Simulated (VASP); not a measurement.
# Ni in VASP: relaxation of the atoms with PBE

Aim: the relaxation of the atoms of Ni with PBE.

All numbers are computed with VASP 6.6.1; they aren't measurements. Logs are shortened: lines on timing, memory, paths and dates and some standing lists are left out, and cuts for length are marked.

## Step 1: The cell of the first run

The cell holds a slab with vacuum, 3 atoms: a = 2.488 Å, b = 2.488 Å, c = 17.519 Å, α = 90.00°, β = 90.00°, γ = 90.00°.

## Step 2: Relaxation of the atoms, PBE, collinear spin, ferromagnetic start

File INCAR:

```
SYSTEM = Ni
ALGO = Normal
DIPOL = 0.5 0.5 0.500
EDIFF = 1E-6
EDIFFG = -0.03
ENCUT = 520
GGA = PE
IBRION = 2
IDIPOL = 3
ISIF = 2
ISMEAR = 0
ISPIN = 2
KPAR = 2
LASPH = .True.
LCHARG = .False.
LDIPOL = .True.
LMAXMIX = 4
LORBIT = 11
LREAL = .False.
LWAVE = .False.
MAGMOM = 0.75 0.75 0.75
NELM = 150
NSW = 70
PREC = Accurate
SIGMA = 0.1
```

File KPOINTS:

```
k-points
0
Gamma
  11 11 1
  0 0 0
```

File POSCAR:

```
Ni
1.0
    2.4882329014      0.0000000000      0.0000000000
    0.0000000000      2.4882329014      0.0000000000
    0.0000000000      0.0000000000     17.5188927154
Ni
3
Selective dynamics
Direct
    0.5000000000      0.5000000000      0.3995686322  F F F
    0.0000000000      0.0000000000      0.5000000000  T T T
    0.5000000000      0.5000000000      0.6004313678  T T T
```

Potentials or basis: VASP PAW PBE potentials, release 64 (Ni).

Run with:

```sh
> cat potpaw_PBE.64/Ni/POTCAR > POTCAR
> mpirun -np 2 vasp_std > vasp.out
```

OUTCAR:

```text
SYSTEM = Ni
   EDIFF = 1E-6
   EDIFFG = -0.03
   ENCUT = 520
   GGA = PE
   IBRION = 2
   ISIF = 2
   ISMEAR = 0
   ISPIN = 2
   LASPH = .True.
   LORBIT = 11
   LREAL = .False.
   NELM = 150
   NSW = 70
   PREC = Accurate

 ion  position               nearest neighbor table
   1  0.500  0.500  0.400-   2 2.49   2 2.49   2 2.49   2 2.49
   2  0.000  0.000  0.500-   1 2.49   3 2.49   1 2.49   3 2.49   1 2.49   3 2.49   1 2.49   3 2.49

   3  0.500  0.500  0.600-   2 2.49   2 2.49   2 2.49   2 2.49

  LATTYP: Found a simple tetragonal cell.
 ALAT       =     2.4882329014
 C/A-ratio  =     7.0406965142

  Lattice vectors:

 A1 = (   2.4882329014,   0.0000000000,   0.0000000000)
 A2 = (   0.0000000000,   2.4882329014,   0.0000000000)
 A3 = (   0.0000000000,   0.0000000000,  17.5188927154)

Analysis of symmetry for initial positions (statically):
=====================================================================
 Subroutine PRICEL returns:
 Original cell was already a primitive cell.

 Routine SETGRP: Setting up the symmetry group for a
 simple tetragonal supercell.

 Subroutine GETGRP returns: Found 16 space group operations
 (whereof 16 operations were pure point group operations)
 out of a pool of 16 trial point group operations.

The static configuration has the point symmetry D_4h.

Analysis of symmetry for dynamics (positions and initial velocities):
=====================================================================
 Subroutine PRICEL returns:
 Original cell was already a primitive cell.

 Routine SETGRP: Setting up the symmetry group for a
 simple tetragonal supercell.

 Subroutine GETGRP returns: Found 16 space group operations
 (whereof 16 operations were pure point group operations)
 out of a pool of 16 trial point group operations.

The dynamic configuration has the point symmetry D_4h.

Analysis of constrained symmetry for selective dynamics:
=====================================================================
 Subroutine PRICEL returns:
 Original cell was already a primitive cell.

 Routine SETGRP: Setting up the symmetry group for a
 simple tetragonal supercell.

 Subroutine GETGRP returns: Found  8 space group operations
 (whereof  8 operations were pure point group operations)
 out of a pool of 16 trial point group operations.

The constrained configuration has the point symmetry C_4v.

Analysis of structural, dynamic, and magnetic symmetry:
=====================================================================
 Subroutine PRICEL returns:
 Original cell was already a primitive cell.

 Routine SETGRP: Setting up the symmetry group for a
 simple tetragonal supercell.

 Subroutine GETGRP returns: Found  8 space group operations
 (whereof  8 operations were pure point group operations)
 out of a pool of 16 trial point group operations.

The overall configuration has the point symmetry C_4v.

 Subroutine INISYM returns: Found  8 space group operations
 (whereof  8 operations are pure point group operations),
 and found     1 'primitive' translations

----------------------------------------------------------------------------------------

                                     Primitive cell

  volume of cell :     108.4648

  direct lattice vectors                    reciprocal lattice vectors
     2.488232901  0.000000000  0.000000000     0.401891639  0.000000000  0.000000000
     0.000000000  2.488232901  0.000000000     0.000000000  0.401891639  0.000000000
     0.000000000  0.000000000 17.518892715     0.000000000  0.000000000  0.057081233

  length of vectors
     2.488232901  2.488232901 17.518892715     0.401891639  0.401891639  0.057081233

  position of ions in fractional coordinates (direct lattice)
     0.500000000  0.500000000  0.399568632
     0.000000000  0.000000000  0.500000000
     0.500000000  0.500000000  0.600431368

  ion indices of the primitive-cell ions
   primitive index   ion index
                 1           1
                 2           2
                 3           3

----------------------------------------------------------------------------------------

 KPOINTS: k-points

Automatic generation of k-mesh.
 Grid dimensions read from file:
 generate k-points for:   11   11    1

 Generating k-lattice:

  Cartesian coordinates                     Fractional coordinates (reciprocal lattice)
     0.036535604  0.000000000  0.000000000     0.090909091  0.000000000  0.000000000
     0.000000000  0.036535604  0.000000000     0.000000000  0.090909091  0.000000000
     0.000000000  0.000000000  0.057081233     0.000000000  0.000000000  1.000000000

  Length of vectors
     0.036535604  0.036535604  0.057081233

  Shift w.r.t. Gamma in fractional coordinates (k-lattice)
     0.000000000  0.000000000  0.000000000

 Subroutine IBZKPT returns following result:
 ===========================================

 Found     21 irreducible k-points:

 Following reciprocal coordinates:
            Coordinates               Weight
  0.000000  0.000000  0.000000      1.000000
  0.090909  0.000000  0.000000      4.000000
  0.181818  0.000000  0.000000      4.000000
  0.272727  0.000000  0.000000      4.000000
  0.363636  0.000000  0.000000      4.000000
  0.454545  0.000000  0.000000      4.000000
[... 13 lines left out ...]
  0.454545  0.363636  0.000000      8.000000
  0.454545  0.454545  0.000000      4.000000
   k-points           NKPTS =     21   k-points in BZ     NKDIM =     21   number of bands    NBANDS=     20
   number of dos      NEDOS =    301   number of ions     NIONS =      3
   total plane-waves  NPLWV =  56000
   dimension x,y,z NGX =    20 NGY =   20 NGZ =  140
   dimension x,y,z NGXF=    40 NGYF=   40 NGZF=  280
   ions per type =               3
   NGX,Y,Z   is equivalent  to a cutoff of  13.36, 13.36, 13.29 a.u.
   NGXF,Y,Z  is equivalent  to a cutoff of  26.73, 26.73, 26.57 a.u.
 SYSTEM =  Ni
   PREC   = accura    normal or accurate (medium, high low for compatibility)
   ISTART =      0    job   : 0-new  1-cont  2-samecut
   ICHARG =      2    charge: 1-file 2-atom 10-const
   ISPIN  =      2    spin polarized calculation?
   LNONCOLLINEAR =      F non collinear calculations
   LSORBIT =      F    spin-orbit coupling
   LASPH  =      T    aspherical Exc in radial PAW
   ENCUT  =  520.0 eV  38.22 Ry    6.18 a.u.   4.63  4.63 32.57*2*pi/ulx,y,z
   NELM   =    150;   NELMIN=  2; NELMDL= -5     # of ELM steps
   EDIFF  = 0.1E-05   stopping-criterion for ELM
   LREAL  =      F    real-space projection
   EDIFFG = -.3E-01   stopping-criterion for IOM
   NSW    =     70    number of steps for IOM
   IBRION =      2    ionic relax: 0-MD 1-quasi-New 2-CG
   NFREE  =      1    steps in history (QN), initial steepest desc. (CG)
   ISIF   =      2    stress and relaxation
   ISYM   =      2    0-nonsym 1-usesym 2-fastsym
   POTIM  = 0.5000    time-step for ionic-motion
   TEBEG  =    0.0;   TEEND  =   0.0 temperature during run
   PSTRESS=    0.0 pullay stress
   NELECT =      30.0000    total number of electrons
   NUPDOWN=      -1.0000    fix difference up-down
   EMIN   =  10.00;   EMAX   =-10.00  energy-range for DOS
   EFERMI =   0.00;   METHOD = LEGACY
   ISMEAR =     0;   SIGMA  =   0.10  broadening in eV -4-tet -1-fermi 0-gaus
   EFERMI_NEDOS =   21; number of points for ismear=-14 and -15
   IALGO  =     38    algorithm
   IMIX   =      4    mixing-type and parameters
     AMIX     =   0.40;   BMIX     =  1.00
     AMIX_MAG =   1.60;   BMIX_MAG =  1.00
  volume/ion in A,a.u.               =      36.15       243.99
  Fermi-wavevector in a.u.,A,eV,Ry     =   1.066643  2.015663 15.479714  1.137727
  Thomas-Fermi vector in A             =   2.202234
   LORBIT       =     11    0 simple, 1 ext, 2 COOP (PROOUT), +10 PAW based schemes
   GGA     = PE    functional components
   LHFCALC =     F    Hartree Fock is set to
   AEXX    =    0.0000 exact exchange contribution
   IVDW    =     0    specifies the selected vdW correction
   LEPSILON=     F    determine dielectric tensor
   LRPA    =     F    only Hartree local field effects (RPA)
 conjugate gradient relaxation of ions
 spin polarized calculation
 Gauss-broadening in eV      SIGMA  =   0.10
  energy-cutoff  :      520.00
  volume of cell :      108.46
 maximum number of plane-waves:      2969
 NGX is ok and might be reduce to    20
   NGX =  9   NGY =  9   NGZ = 65

--------------------------------------- Ionic step        1  -------------------------------------------

 number of electron      29.9999979 magnetization       2.1567231

 Free energy of the ion-electron system (eV)
  ---------------------------------------------------
  ext. energy  EPLUGINS =         0.00000000
  ---------------------------------------------------
  free energy    TOTEN  =       -14.68949344 eV

  energy without entropy =      -14.65988354  energy(sigma->0) =      -14.67468849

------------------------ aborting loop because EDIFF is reached ----------------------------------------

  FORCE on cell =-STRESS in cart. coord.  units (eV):
  Direction    XX          YY          ZZ          XY          YZ          ZX
  --------------------------------------------------------------------------------------
  -------------------------------------------------------------------------------------
  Total       -2.1111138     -2.1111138     -1.0423847      0.0000000      0.0000000      0.0000000
  in kB      -31.1841210    -31.1841210    -15.3974884      0.0000000      0.0000000      0.0000000
  external PRESSURE =     -25.9219101 kB  Pullay stress =       0.0000000 kB
[... 207 lines left out ...]
  FREE ENERGIE OF THE ION-ELECTRON SYSTEM (eV)
  ---------------------------------------------------
  free  energy   TOTEN  =       -14.7062713489 eV

  energy  without entropy=      -14.6778216570  energy(sigma->0) =      -14.69204650

 dipolmoment           0.000000      0.000000      0.000372 electrons x Angstroem

--------------------------------------- Ionic step        7  -------------------------------------------

 number of electron      29.9999977 magnetization       2.0592740

 dipolmoment           0.000000      0.000000     -0.000004 electrons x Angstroem

 Free energy of the ion-electron system (eV)
  ---------------------------------------------------
  ext. energy  EPLUGINS =         0.00000000
  ---------------------------------------------------
  free energy    TOTEN  =       -14.70652626 eV

  energy without entropy =      -14.67832389  energy(sigma->0) =      -14.69242507

 E-fermi :  -0.4888     XC(G=0):  -5.0842

 val. band max:       -0.4893155816   @ k =   0.4545   0.2727   0.0000
 cond. band min:      -0.4833197890   @ k =   0.2727   0.0909   0.0000
 fundamental gap:      0.0059957925
 Fermi energy:        -0.4888091242

 spin component 1

 k-point     1 :       0.0000    0.0000    0.0000
  band No.  band energies     occupation
      1      -8.5723      1.00000
      2      -5.9807      1.00000
      3      -4.9265      1.00000
      4      -4.4246      1.00000
      5      -3.5721      1.00000
      6      -2.9675      1.00000
[... 12 lines left out ...]
     19       1.2718      0.00000
[... 443 lines left out ...]
      3      -4.3330      1.00000
      4      -4.3245      1.00000
      5      -3.8398      1.00000
      6      -3.0332      1.00000
[... 12 lines left out ...]
     19       6.9973      0.00000
     20       9.0403      0.00000
 Fermi energy:        -0.4888091242

 spin component 2

 k-point     1 :       0.0000    0.0000    0.0000
  band No.  band energies     occupation
      1      -8.5929      1.00000
      2      -5.9535      1.00000
      3      -4.6459      1.00000
      4      -3.8452      1.00000
      5      -2.8597      1.00000
      6      -2.2561      1.00000
[... 12 lines left out ...]
     19       1.2664      0.00000
[... 491 lines left out ...]
  FREE ENERGIE OF THE ION-ELECTRON SYSTEM (eV)
  ---------------------------------------------------
  free  energy   TOTEN  =       -14.7065262581 eV

  energy  without entropy=      -14.6783238905  energy(sigma->0) =      -14.69242507

 reached required accuracy - stopping structural energy minimisation

 vacuum level on the upper side and lower side of the slab         4.407         4.361

 total charge

# of ion       s       p       d       tot
------------------------------------------
    1        0.478   0.348   8.329   9.155
    2        0.503   0.521   8.322   9.347
    3        0.478   0.347   8.329   9.154
--------------------------------------------------
tot          1.459   1.216  24.980  27.655

 magnetization (x)

# of ion       s       p       d       tot
------------------------------------------
    1       -0.003  -0.017   0.752   0.732
    2       -0.007  -0.024   0.674   0.643
    3       -0.003  -0.017   0.752   0.732
--------------------------------------------------
tot         -0.012  -0.059   2.178   2.107
```

Run time: 5.4 min. Hardware: 2 MPI ranks of Intel Xeon Platinum 8559C (Emerald Rapids), shared host; peak memory 0.28 GiB.

Results:

```yaml
Free_energy: -14.7065 eV
Energy_gained_by_relaxing: 5.7 meV/atom
Ionic_steps: 7
Net_moment: 2.06 μB per cell
Site_moments: Ni +0.73, +0.64 (each value once) μB
Valence_electrons_inside_the_program's_atomic_spheres: Ni 9.15, 9.35 (each value once)
```

The path:
```tsv
step	energy change (eV)	largest force on free atoms (eV/Å)	pressure (GPa)
1	0.0000	0.2955	-2.59
2	-0.0038	0.2300	-2.44
3	-0.0091	0.2468	-1.99
4	-0.0127	0.1691	-1.86
5	-0.0168	0.0508	-1.51
6	-0.0168	0.0520	-1.48
7	-0.0170	0.0099	-1.37
```

Final structure:
```
Ni
1.0
     2.48823    0.00000    0.00000
     0.00000    2.48823    0.00000
     0.00000    0.00000   17.51889
Ni
3
Direct
  0.50000 0.50000 0.39957
  0.00000 0.00000 0.49678
  0.50000 0.50000 0.59410
```

Levels at points of the mesh, in eV from the Fermi level:
Spin up:
```csv
k point,band 14,band 15,band 16,band 17,band 18,band 19
"(0.00, 0.00, 0.00)",-0.72,-0.57,-0.57,-0.54,-0.36,1.76
```
Spin down:
```csv
k point,band 12,band 13,band 14,band 15,band 16,band 17
"(0.00, 0.00, 0.00)",-0.35,-0.35,-0.24,0.04,0.23,0.33
```
